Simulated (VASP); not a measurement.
# TeAs3F (P-6m2) in VASP: notebook, part 2 of 2

VASP 6.6.1.

### Step 4. Single point, PBE

This run uses another cell than the first one, of 28.99 Å³/atom.

INCAR reads:

```
SYSTEM = TeAs3F
PREC = Accurate
ENCUT = 600
EDIFF = 1E-6
ISMEAR = 0
SIGMA = 0.1
LREAL = .FALSE.
LASPH = .TRUE.
NELM = 120
ALGO = Normal
ISIF = 2
LWAVE = .FALSE.
LCHARG = .FALSE.
GGA = PE
NBANDS = 22
GGA_COMPAT = .FALSE.
```

KPOINTS reads:

```
regular mesh
0
G
  6 6 8
  0 0 0
```

POSCAR reads:

```
TeAs3F
1.0
    5.8668239222      0.0000000000      0.0000000000
   -2.9334119611      5.0808185562      0.0000000000
    0.0000000000      0.0000000000      4.8635141711
Te As F
1 3 1
Direct
    0.3333333333      0.6666666667      0.5000000000
    0.1894564364      0.8105435636      0.0000000000
    0.1894564364      0.3789128728      0.0000000000
    0.6210871272      0.8105435636      0.0000000000
    0.0000000000      0.0000000000      0.5000000000
```

Potentials or basis: VASP PAW PBE potentials, release 64 (Te, As, F).

Run with:

```sh
> cat potpaw_PBE.64/Te/POTCAR potpaw_PBE.64/As/POTCAR potpaw_PBE.64/F/POTCAR > POTCAR
> mpirun -np 1 vasp_std > vasp.out
```

OUTCAR:

```text
SYSTEM = TeAs3F
   PREC = Accurate
   ENCUT = 600
   EDIFF = 1E-6
   ISMEAR = 0
   LREAL = .FALSE.
   LASPH = .TRUE.
   NELM = 120
   ISIF = 2
   GGA = PE

 ion  position               nearest neighbor table
   1  0.333  0.667  0.500-   2 2.84   2 2.84   4 2.84   4 2.84   3 2.84   3 2.84
   2  0.189  0.811  0.000-   4 2.53   3 2.53   1 2.84   1 2.84
   3  0.189  0.379  0.000-   2 2.53   4 2.53   1 2.84   1 2.84
   4  0.621  0.811  0.000-   2 2.53   3 2.53   1 2.84   1 2.84
   5  0.000  0.000  0.500-

  LATTYP: Found a hexagonal cell.
 ALAT       =     5.8668239222
 C/A-ratio  =     0.8289858764

  Lattice vectors:

 A1 = (   5.8668239222,   0.0000000000,   0.0000000000)
 A2 = (  -2.9334119611,   5.0808185562,   0.0000000000)
 A3 = (   0.0000000000,   0.0000000000,   4.8635141711)

Analysis of symmetry for initial positions (statically):
=====================================================================
 Subroutine PRICEL returns:
 Original cell was already a primitive cell.

 Routine SETGRP: Setting up the symmetry group for a
 hexagonal supercell.

 Subroutine GETGRP returns: Found 12 space group operations
 (whereof 12 operations were pure point group operations)
 out of a pool of 24 trial point group operations.

The static configuration has the point symmetry D_3h.

Analysis of symmetry for dynamics (positions and initial velocities):
=====================================================================
 Subroutine PRICEL returns:
 Original cell was already a primitive cell.

 Routine SETGRP: Setting up the symmetry group for a
 hexagonal supercell.

 Subroutine GETGRP returns: Found 12 space group operations
 (whereof 12 operations were pure point group operations)
 out of a pool of 24 trial point group operations.

The dynamic configuration has the point symmetry D_3h.

 Subroutine INISYM returns: Found 12 space group operations
 (whereof 12 operations are pure point group operations),
 and found     1 'primitive' translations

----------------------------------------------------------------------------------------

                                     Primitive cell

  volume of cell :     144.9729

  direct lattice vectors                    reciprocal lattice vectors
     5.866823922  0.000000000  0.000000000     0.170449977  0.098409340  0.000000000
    -2.933411961  5.080818556  0.000000000     0.000000000  0.196818680  0.000000000
     0.000000000  0.000000000  4.863514171     0.000000000  0.000000000  0.205612642

  length of vectors
     5.866823922  5.866823922  4.863514171     0.196818680  0.196818680  0.205612642

  position of ions in fractional coordinates (direct lattice)
     0.333333333  0.666666667  0.500000000
     0.189456436  0.810543564  0.000000000
     0.189456436  0.378912873  0.000000000
     0.621087127  0.810543564  0.000000000
     0.000000000  0.000000000  0.500000000

  ion indices of the primitive-cell ions
   primitive index   ion index
                 1           1
                 2           2
                 3           3
                 4           4
                 5           5

----------------------------------------------------------------------------------------

 KPOINTS: regular mesh

Automatic generation of k-mesh.
 Grid dimensions read from file:
 generate k-points for:    6    6    8

 Generating k-lattice:

  Cartesian coordinates                     Fractional coordinates (reciprocal lattice)
     0.028408329  0.016401557  0.000000000     0.166666667  0.000000000  0.000000000
     0.000000000  0.032803113  0.000000000     0.000000000  0.166666667  0.000000000
     0.000000000  0.000000000  0.025701580     0.000000000  0.000000000  0.125000000

  Length of vectors
     0.032803113  0.032803113  0.025701580

  Shift w.r.t. Gamma in fractional coordinates (k-lattice)
     0.000000000  0.000000000  0.000000000

 Subroutine IBZKPT returns following result:
 ===========================================

 Found     35 irreducible k-points:

 Following reciprocal coordinates:
            Coordinates               Weight
  0.000000  0.000000  0.000000      1.000000
  0.166667 -0.000000  0.000000      6.000000
  0.333333  0.000000  0.000000      6.000000
  0.500000 -0.000000  0.000000      3.000000
  0.166667  0.166667  0.000000      6.000000
  0.333333  0.166667  0.000000     12.000000
[... 16 lines left out ...]
  0.166667 -0.000000  0.375000     12.000000
  0.333333  0.000000  0.375000     12.000000
 [... further k-points ...]
   k-points           NKPTS =     35   k-points in BZ     NKDIM =     35   number of bands    NBANDS=     22
   number of dos      NEDOS =    301   number of ions     NIONS =      5
   total plane-waves  NPLWV =  92160
   dimension x,y,z NGX =    48 NGY =   48 NGZ =   40
   dimension x,y,z NGXF=    96 NGYF=   96 NGZF=   80
   ions per type =               1   3   1
   NGX,Y,Z   is equivalent  to a cutoff of  13.60, 13.60, 13.67 a.u.
   NGXF,Y,Z  is equivalent  to a cutoff of  27.20, 27.20, 27.35 a.u.
 SYSTEM =  TeAs3F
   PREC   = accura    normal or accurate (medium, high low for compatibility)
   ISTART =      0    job   : 0-new  1-cont  2-samecut
   ICHARG =      2    charge: 1-file 2-atom 10-const
   ISPIN  =      1    spin polarized calculation?
   LNONCOLLINEAR =      F non collinear calculations
   LSORBIT =      F    spin-orbit coupling
   LASPH  =      T    aspherical Exc in radial PAW
   ENCUT  =  600.0 eV  44.10 Ry    6.64 a.u.  11.72 11.72  9.71*2*pi/ulx,y,z
   NELM   =    120;   NELMIN=  2; NELMDL= -5     # of ELM steps
   EDIFF  = 0.1E-05   stopping-criterion for ELM
   LREAL  =      F    real-space projection
   EDIFFG = 0.1E-04   stopping-criterion for IOM
   NSW    =      0    number of steps for IOM
   IBRION =     -1    ionic relax: 0-MD 1-quasi-New 2-CG
   NFREE  =      0    steps in history (QN), initial steepest desc. (CG)
   ISIF   =      2    stress and relaxation
   ISYM   =      2    0-nonsym 1-usesym 2-fastsym
   POTIM  = 0.5000    time-step for ionic-motion
   TEBEG  =    0.0;   TEEND  =   0.0 temperature during run
   PSTRESS=    0.0 pullay stress
   NELECT =      28.0000    total number of electrons
   NUPDOWN=      -1.0000    fix difference up-down
   EMIN   =  10.00;   EMAX   =-10.00  energy-range for DOS
   EFERMI =   0.00;   METHOD = LEGACY
   ISMEAR =     0;   SIGMA  =   0.10  broadening in eV -4-tet -1-fermi 0-gaus
   EFERMI_NEDOS =   21; number of points for ismear=-14 and -15
   IALGO  =     38    algorithm
   IMIX   =      4    mixing-type and parameters
     AMIX     =   0.40;   BMIX     =  1.00
     AMIX_MAG =   1.60;   BMIX_MAG =  1.00
  volume/ion in A,a.u.               =      28.99       195.67
  Fermi-wavevector in a.u.,A,eV,Ry     =   0.946307  1.788260 12.183965  0.895496
  Thomas-Fermi vector in A             =   2.074292
   LORBIT       =      0    0 simple, 1 ext, 2 COOP (PROOUT), +10 PAW based schemes
   GGA     = PE    functional components
   LHFCALC =     F    Hartree Fock is set to
   AEXX    =    0.0000 exact exchange contribution
   IVDW    =     0    specifies the selected vdW correction
   LEPSILON=     F    determine dielectric tensor
   LRPA    =     F    only Hartree local field effects (RPA)
 non-spin polarized calculation
 Gauss-broadening in eV      SIGMA  =   0.10
  energy-cutoff  :      600.00
  volume of cell :      144.97
 maximum number of plane-waves:      4885
 NGX is ok and might be reduce to    48
   NGX = 23   NGY = 23   NGZ = 19

 number of electron      27.9999994 magnetization

 Free energy of the ion-electron system (eV)
  ---------------------------------------------------
  ext. energy  EPLUGINS =         0.00000000
  ---------------------------------------------------
  free energy    TOTEN  =       -19.35202853 eV

  energy without entropy =      -19.34085199  energy(sigma->0) =      -19.34644026

 E-fermi :   1.9767     XC(G=0):  -7.9839

 val. band max:        1.9754984134   @ k =   0.1667   0.1667   0.0000
 cond. band min:       2.0402239773   @ k =   0.1667   0.1667   0.0000
 fundamental gap:      0.0647255639
 Fermi energy:         1.9767186261

 k-point     1 :       0.0000    0.0000    0.0000
  band No.  band energies     occupation
      1     -18.0329      2.00000
      2     -12.4881      2.00000
      3      -7.2688      2.00000
      4      -7.2641      2.00000
      5      -7.2641      2.00000
      6      -4.0727      2.00000
[... 574 lines left out ...]
      6      -2.2583      2.00000
[... 14 lines left out ...]
     21       7.4724      0.00000
     22       8.2823      0.00000

 [... further k-points ...]
[... 5 lines left out ...]
  --------------------------------------------------------------------------------------
  -------------------------------------------------------------------------------------
  Total        0.0755790      0.0755790     -0.0123897     -0.0000000      0.0000000      0.0000000
  in kB        0.8352664      0.8352664     -0.1369259     -0.0000000      0.0000000      0.0000000
  external PRESSURE =       0.5112023 kB  Pullay stress =       0.0000000 kB

 VOLUME and BASIS-vectors are now :
 -----------------------------------------------------------------------------
  energy-cutoff  :      600.00
  volume of cell :      144.97
      direct lattice vectors                 reciprocal lattice vectors
     5.866823922  0.000000000  0.000000000     0.170449977  0.098409340  0.000000000
    -2.933411961  5.080818556  0.000000000     0.000000000  0.196818680  0.000000000
     0.000000000  0.000000000  4.863514171     0.000000000  0.000000000  0.205612642

 POSITION                                       TOTAL-FORCE (eV/Angst)
 -----------------------------------------------------------------------------------
     -0.00000      3.38721      2.43176         0.000000      0.000000     -0.000000
     -1.26615      4.11822      0.00000        -0.052526      0.030326      0.000000
      0.00000      1.92519      0.00000         0.000000     -0.060652     -0.000000
      1.26615      4.11822      0.00000         0.052526      0.030326      0.000000
      0.00000      0.00000      2.43176        -0.000000      0.000000     -0.000000
 -----------------------------------------------------------------------------------
    total drift:                                0.000000     -0.000000     -0.000000

  FREE ENERGIE OF THE ION-ELECTRON SYSTEM (eV)
  ---------------------------------------------------
  free  energy   TOTEN  =       -19.3520285319 eV

  energy  without entropy=      -19.3408519862  energy(sigma->0) =      -19.34644026
```

OSZICAR:

```text
N       E                     dE             d eps       ncg     rms          rms(c)
DAV:   1     0.159252572066E+03    0.15925E+03   -0.12045E+04  1540   0.117E+03
DAV:   2    -0.742619081191E+01   -0.16668E+03   -0.16060E+03  2070   0.201E+02
DAV:   3    -0.214677034387E+02   -0.14042E+02   -0.13909E+02  1894   0.636E+01
DAV:   4    -0.216744075986E+02   -0.20670E+00   -0.20653E+00  1834   0.848E+00
DAV:   5    -0.216776523853E+02   -0.32448E-02   -0.32447E-02  2032   0.982E-01    0.108E+01
DAV:   6    -0.195135743014E+02    0.21641E+01   -0.86431E+00  1872   0.179E+01    0.616E+00
DAV:   7    -0.194233897073E+02    0.90185E-01   -0.92680E-01  1690   0.571E+00    0.420E+00
DAV:   8    -0.193496577944E+02    0.73732E-01   -0.23082E-01  1802   0.316E+00    0.491E-01
DAV:   9    -0.193507175338E+02   -0.10597E-02   -0.26829E-02  1756   0.104E+00    0.408E-01
DAV:  10    -0.193517148387E+02   -0.99730E-03   -0.35106E-03  1606   0.307E-01    0.934E-02
DAV:  11    -0.193519894208E+02   -0.27458E-03   -0.89616E-04  1642   0.167E-01    0.344E-02
DAV:  12    -0.193519956169E+02   -0.61961E-05   -0.12394E-04  1854   0.630E-02    0.156E-02
DAV:  13    -0.193520282037E+02   -0.32587E-04   -0.47318E-05  1588   0.419E-02    0.500E-03
DAV:  14    -0.193520285319E+02   -0.32821E-06   -0.14434E-06  1370   0.791E-03
   1 F= -.19352029E+02 E0= -.19346440E+02  d E =-.111765E-01
```

It took 3.8 min on 1 thread of Intel Xeon 8259CL, shared host; peak memory 0.36 GiB.

Results:

- Free energy: -19.3520 eV
- Pressure: 0.1 GPa
- Largest force: 0.061 eV/Å
- Band gap on the k mesh: zero (bands 14 and 15 overlap by 0.65 eV)

Forces on the atoms (eV/Å):
```
Te   0.000  0.000  0.000
As  -0.053  0.030  0.000
As   0.000 -0.061  0.000
As   0.053  0.030  0.000
F    0.000  0.000  0.000
```

Levels at points of the mesh, in eV from the Fermi level:
| k point | band 10 | band 11 | band 12 | band 13 | band 14 | band 15 | band 16 | band 17 | band 18 | band 19 |
| --- | --- | --- | --- | --- | --- | --- | --- | --- | --- | --- |
| (0.00, 0.00, 0.00) | -1.87 | -1.67 | -1.67 | -0.09 | -0.09 | -0.07 | -0.07 | 3.82 | 4.02 | 4.32 |
| (0.50, 0.00, 0.00) | -1.84 | -1.76 | -1.29 | -0.52 | -0.16 | -0.02 | 0.11 | 1.40 | 1.54 | 4.87 |
| (0.00, 0.00, 0.50) | -2.63 | -1.36 | -1.32 | -1.32 | -0.21 | 0.85 | 3.34 | 3.34 | 4.09 | 4.64 |
| (0.50, 0.00, 0.50) | -1.60 | -1.40 | -1.29 | -1.13 | 0.36 | 0.91 | 1.40 | 1.45 | 2.75 | 3.57 |

Caveat: spin-orbit coupling is left out, which moves the levels of the heavy elements.

### Step 5. Overview

| cell | k mesh | gap on the mesh (eV) | pressure (GPa) | largest force (eV/Å) |
| --- | --- | --- | --- | --- |
| a = 5.164, b = 5.164, c = 4.883 Å, angles 90.0, 90.0, 120.0°, 5 atoms, atomic positions A | 6 × 6 × 4 | none | 22.4 | 6.12 |
| a = 5.881, b = 5.881, c = 4.739 Å, angles 90.0, 90.0, 120.0°, 5 atoms, atomic positions B | 6 × 6 × 4 | none | 0.1 | 0.06 |
| a = 5.867, b = 5.867, c = 4.864 Å, angles 90.0, 90.0, 120.0°, 5 atoms, atomic positions C | 6 × 6 × 8 | none | 0.1 | 0.06 |

Alike in all rows: task single point; level PBE; potentials or basis VASP PAW PBE potentials, release 64 (Te, As, F); no spin polarisation; cutoff (eV) 600; smearing gaussian 0.1 eV.

Caveats: spin-orbit coupling is left out, which moves the levels of the heavy elements; the cell stands under pressure (at least some runs); forces of over 1 eV/Å act on the atoms, so gaps and moduli don't describe the material at rest (at least some runs).

Absolute energies hang on the potentials; compare differences alone.

The gap in the log of VASP goes by the Fermi energy; the results here count the filled bands.